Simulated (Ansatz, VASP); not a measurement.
## Ge: VASP beside Ansatz

Contents of INCAR:

```
PREC     = Accurate       # precision mode
ENCUT    = 500            # plane-wave cutoff, eV
EDIFF    = 1E-6           # SCF threshold, eV
ISMEAR   = 0              # smearing method
SIGMA    = 0.2            # smearing width, eV
LREAL    = False          # projectors in reciprocal space
LASPH    = True           # aspherical terms in the spheres
NELM     = 120            # most SCF steps
ALGO     = Normal         # electronic algorithm
ISIF     = 2              # what is computed and relaxed
LWAVE    = False          # write WAVECAR
LCHARG   = False          # write CHGCAR
GGA      = PE             # functional
NBANDS   = 66             # bands
GGA_COMPAT= False
```

File KPOINTS:

```
Automatic mesh
0
Gamma
  4 4 4
```

Contents of POSCAR:

```
Ge
1.0
    5.4222226243      0.0000000000      0.0000000000
    0.0000000000      5.4222226243      0.0000000000
    0.0000000000      0.0000000000      5.4222231162
Ge
8
Direct
    0.0000000000      0.0000000000      0.2500000000
    0.0000000000      0.0000000000      0.7500000000
    0.0000000000      0.5000000000      0.2500000000
    0.0000000000      0.5000000000      0.7500000000
    0.5000000000      0.0000000000      0.2500000000
    0.5000000000      0.0000000000      0.7500000000
    0.5000000000      0.5000000000      0.2500000000
    0.5000000000      0.5000000000      0.7500000000
```

Input for Ansatz:

```yaml
crystal:
  lattice:
    - [5.4222226243, 0.0, 0.0]
    - [0.0, 5.4222226243, 0.0]
    - [0.0, 0.0, 5.4222231162]
  atoms:
    - { symbol: Ge, position: [0.0, 0.0, 0.25] }
    - { symbol: Ge, position: [0.0, 0.0, 0.75] }
    - { symbol: Ge, position: [0.0, 0.5, 0.25] }
    - { symbol: Ge, position: [0.0, 0.5, 0.75] }
    - { symbol: Ge, position: [0.5, 0.0, 0.25] }
    - { symbol: Ge, position: [0.5, 0.0, 0.75] }
    - { symbol: Ge, position: [0.5, 0.5, 0.25] }
    - { symbol: Ge, position: [0.5, 0.5, 0.75] }
basis:
  ecutwfc: 420
kpoints:
  mp_grid: { grid: [4, 4, 4] }
hamiltonian:
  xc: pbe
scf:
  occupations: { method: gaussian, width: 0.2 }
  lower_state_search: "off"
output:
  forces: true
  stress: true
  eigenvalues: true
```

Alike in both runs: task single point; functional PBE; k mesh 4 × 4 × 4; occupations gaussian, width 0.2 eV; no spin polarisation.

|  | VASP | Ansatz |
| --- | --- | --- |
| version | VASP 6.6.1 | Ansatz 0.2.0 |
| potentials or method | VASP PAW PBE potentials, release 64 (Ge_d), cutoff 500 eV | scalar-relativistic, plane waves, PAW |
| valence electrons in the cell | 112 | 112 |

```tsv
	VASP	Ansatz	Ansatz less VASP
gap on the k mesh at the Fermi level (eV)	none	none	-
pressure (GPa)	1.0	1.0	+0.06
```

A gap of «none» marks a metal or a gap that the smearing closes.
